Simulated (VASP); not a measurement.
Here is a VASP 6.6.1 calculation.

The input INCAR:

```
SYSTEM = Si5O
ALGO = Normal
EDIFF = 1E-6
ENCUT = 520
GGA = PE
ISIF = 2
ISMEAR = 0
LASPH = .TRUE.
LCHARG = .FALSE.
LREAL = .FALSE.
LWAVE = .FALSE.
NBANDS = 22
NELM = 80
PREC = Accurate
SIGMA = 0.1
```

File KPOINTS:

```
k-points
0
G
  4 4 4
  0 0 0
```

The input POSCAR:

```
Si5O
1.0
    0.0000000000      3.5154514423      3.5154514423
    3.5154514423      0.0000000000      3.5154514423
    3.5154514423      3.5154514423      0.0000000000
Si O
5 1
Direct
    0.2500000000      0.2500000000      0.2500000000
    0.1227713534      0.6257428822      0.6257428822
    0.6257428822      0.6257428822      0.6257428822
    0.6257428822      0.6257428822      0.1227713534
    0.6257428822      0.1227713534      0.6257428822
    0.0000000000      0.0000000000      0.0000000000
```

Potentials or basis: VASP PAW PBE potentials, release 64 (Si, O).

Launch:

```console
$ cat potpaw_PBE.64/Si/POTCAR potpaw_PBE.64/O/POTCAR > POTCAR
$ mpirun -np 1 vasp_std > vasp.out
```

(1) Predict the band gap on the k mesh.

(2) What does it give for the largest force?

(3) Estimate the pressure.

Answers

(1) zero (band 13 reaches 8.41 eV, above the bottom of band 14 at 6.45 eV).

(2) 0.004 eV/Å.

(3) 0.2 GPa.

Caveat: the k points lie up to 0.39 Å⁻¹ apart.
